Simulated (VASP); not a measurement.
Wanted: the native input for a VASP 6.6.1 run.

- Task: single point
- Functional: PBEsol
- Potentials or basis: VASP PAW PBE potentials, release 64 (Cu)
- Cutoff: 520 eV
- k mesh: 24 × 24 × 24
- Occupations: fermi-dirac, width 0.15 eV
- Spin: no spin polarisation
- Dipole correction: no
- Further INCAR settings: ALGO = Fast; EDIFF = 1e-07; NBANDS = 12

The structure of Cu lies in POSCAR:

```
Cu
1.0
   -1.4314109394      1.4314109394      1.3592483704
    1.4314109394     -1.4314109394      1.3592483704
    1.4314109394      1.4314109394     -1.3592483704
Cu
1
Direct
    0.0000000000      0.0000000000      0.0000000000
```

One way to write it, as run:

INCAR

```
PREC = Accurate
ENCUT = 520
EDIFF = 1E-7
ISMEAR = -1
SIGMA = 0.15
LREAL = False
LASPH = True
NELM = 60
ALGO = Fast
ISIF = 2
LWAVE = False
LCHARG = False
GGA = PS
NBANDS = 12
```

KPOINTS

```
regular mesh
0
Gamma
  24 24 24
```

Potentials or basis: VASP PAW PBE potentials, release 64 (Cu).

Run with:

```console
$ cat potpaw_PBE.64/Cu/POTCAR > POTCAR
$ mpirun -np 1 vasp_std > vasp.out
```

It gave:

| Quantity | Value |
| --- | --- |
| Pressure | 4.7 GPa |
| Band gap on the k mesh | zero (an odd number of electrons rules out a gap without spin polarisation) |

Caveat: the cell stands under pressure; the PAW data sets were made with another functional, which shifts forces and pressure a little.

It took 74 s on 1 thread of Intel(R) Xeon(R) Platinum 8559C (Emerald Rapids) (shared host), peak memory 0.24 GiB.
